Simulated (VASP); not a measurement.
## Cr: relaxation of cell and atoms with PBE

Crystal: Cr.

```xyz
1
Lattice="2.2476 0.0000 0.0000 0.0000 2.2476 0.0000 0.0000 0.0000 2.2476" Properties=species:S:1:pos:R:3 pbc="T T T"
Cr    0.0000    0.0000    0.0000
```

```yaml
Program: VASP 6.6.1
Task: relaxation of cell and atoms
Functional: PBE
Potentials_or_basis: VASP PAW PBE potentials, release 64 (Cr_pv)
Cutoff: 600 eV
k_mesh: 17 × 17 × 17
Occupations: fermi-dirac, width 0.05 eV
Spin: collinear spin, ferromagnetic start
Starting_moments: "[2.0] μB"
Target_pressure: 29 GPa
Dipole_correction: no
Further_INCAR_settings: ALGO = Normal; EDIFF = 1e-06; IBRION = 2; EDIFFG = -0.005; NSW = 32; ISIF = 3
```

The relaxed volume is 11.36 Å³/atom and the relaxed cell is a = 2.248 Å, b = 2.248 Å, c = 2.248 Å, α = 90.00°, β = 90.00°, γ = 90.00°. The space group after relaxing (to 0.05 Å) is Pm-3m (No. 221). The energy change on relaxing (the enthalpy is what falls) is -0.8 meV/atom and the ionic steps are 3. The pressure after relaxing is 29.0 GPa, the band gap on the k mesh is zero (filled and empty bands overlap) and the net moment is 0.00 μB per cell. The valence electrons inside the program's atomic spheres are Cr 11.34.

The path:
```csv
step,energy change (eV),largest force (eV/Å),pressure (GPa),volume (Å³)
1,0.0000,0.0000,29.12,11.35
2,-0.0024,0.0000,28.74,11.37
3,-0.0008,0.0000,28.95,11.36
```

Final structure:
```yaml
crystal:
  lattice:
    - [2.24787, 0.00000, 0.00000]
    - [0.00000, 2.24787, 0.00000]
    - [0.00000, 0.00000, 2.24787]
  atoms:
    - { symbol: Cr, position: [0.00000, 0.00000, 0.00000] }
```

Levels at points of the mesh, in eV from the Fermi level:
Spin up:
```csv
k point,band 2,band 3,band 4,band 5,band 6,band 7,band 8,band 9,band 10,band 11
"(0.00, 0.00, 0.00)",-42.36,-42.36,-7.78,-3.71,-3.71,2.89,2.89,2.89,7.63,21.16
```
Spin down:
```csv
k point,band 3,band 4,band 5,band 6,band 7,band 8,band 9,band 10
"(0.00, 0.00, 0.00)",-42.36,-7.78,-3.71,-3.71,2.89,2.89,2.89,7.63
```

It took 78 s on 1 thread of Intel Xeon 8259CL, with other jobs on the host, peak memory 0.16 GiB.

Caveat: the starting moments collapsed, and a magnetic state may lie lower; the cell is relaxed towards a set pressure, so the enthalpy falls and the energy may rise.
